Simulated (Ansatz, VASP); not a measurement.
Two plane-wave programs on SrO

INCAR

```
ALGO     = Normal         # electronic algorithm
EDIFF    = 1E-7           # SCF threshold, eV
ENCUT    = 520            # plane-wave cutoff, eV
GGA      = PE             # functional
ISIF     = 2              # what is computed and relaxed
ISMEAR   = 0              # smearing method
ISPIN    = 2              # spin polarisation
LASPH    = True           # aspherical terms in the spheres
LCHARG   = True           # write CHGCAR
LELF     = True           # ELF
LORBIT   = 11             # projections on sites
LREAL    = False          # projectors in reciprocal space
LVHAR    = True         
LWAVE    = False          # write WAVECAR
MAGMOM   = 0 0 1 1        # initial moments
NBANDS   = 28             # bands
NELM     = 150            # most SCF steps
PREC     = Accurate       # precision mode
SIGMA    = 0.1            # smearing width, eV
```

Contents of KPOINTS:

```
k-points
0
Gamma
  4 4 4
```

File POSCAR:

```
SrO
1.0
    4.4761349600     -4.4761349600      0.0000000000
    4.4761349600      4.4761349600      0.0000000000
    0.0000000000      0.0000000000      4.1146370000
Sr O
2 2
Direct
    0.0000000000      0.0000000000      0.0000000000
    0.5000000000      0.5000000000      0.5000000000
    0.6950000000      0.3050000000      0.0000000000
    0.3050000000      0.6950000000      0.0000000000
```

Input for Ansatz:

```yaml
crystal:
  lattice:
    - [4.47613496, -4.47613496, 0.0]
    - [4.47613496, 4.47613496, 0.0]
    - [0.0, 0.0, 4.114637]
  atoms:
    - { symbol: Sr, position: [0.0, 0.0, 0.0] }
    - { symbol: Sr, position: [0.5, 0.5, 0.5] }
    - { symbol: O, position: [0.695, 0.305, 0.0], spin: 1.0 }
    - { symbol: O, position: [0.305, 0.695, 0.0], spin: 1.0 }
basis:
  ecutwfc: 420
kpoints:
  mp_grid: { grid: [4, 4, 4] }
hamiltonian:
  xc: pbe
scf:
  occupations: { method: gaussian, width: 0.1 }
  lower_state_search: "off"
output:
  forces: true
  stress: true
  eigenvalues: true
  populations: true
magnetization:
  spin_polarized: true
```

Change from the starting cell: ordered vacancies on the anion sites of rutile (Cmmm, No. 65).

Alike in both runs: task single point; functional PBE; k mesh 4 × 4 × 4; occupations gaussian, width 0.1 eV; collinear spin.

|  | VASP | Ansatz |
| --- | --- | --- |
| version | VASP 6.6.1 | Ansatz 0.2.0 |
| potentials or method | VASP PAW PBE potentials, release 64 (Sr_sv, O), cutoff 520 eV | scalar-relativistic, plane waves, PAW |
| valence electrons in the cell | 32 | 32 |

```tsv
	VASP	Ansatz	Ansatz less VASP
gap on the k mesh at the Fermi level (eV)	none	none	-
pressure (GPa)	-7.3	-7.3	-0.07
traceless stress, the component that is largest in VASP (GPa)	-9.09	-9.21	-0.125
rms of the force components (eV/Å)	0.242	0.243	+0.0015
net moment per atom (μB)	0.04	0.04	-0.006
size of the moment on the site where the two differ most (μB)	0.07	0.08	+0.009
```

Site moments also hang on the region over which each program counts them. Atom by atom the forces differ by 0.001 eV/Å (rms over components). A gap of «none» marks a metal or a gap that the smearing closes. With one functional, cell and mesh, what is left measures potentials, basis and numerics. Ansatz's warnings: seeded moment not kept.

The k mesh is coarse, so the values compare programs but aren't converged.
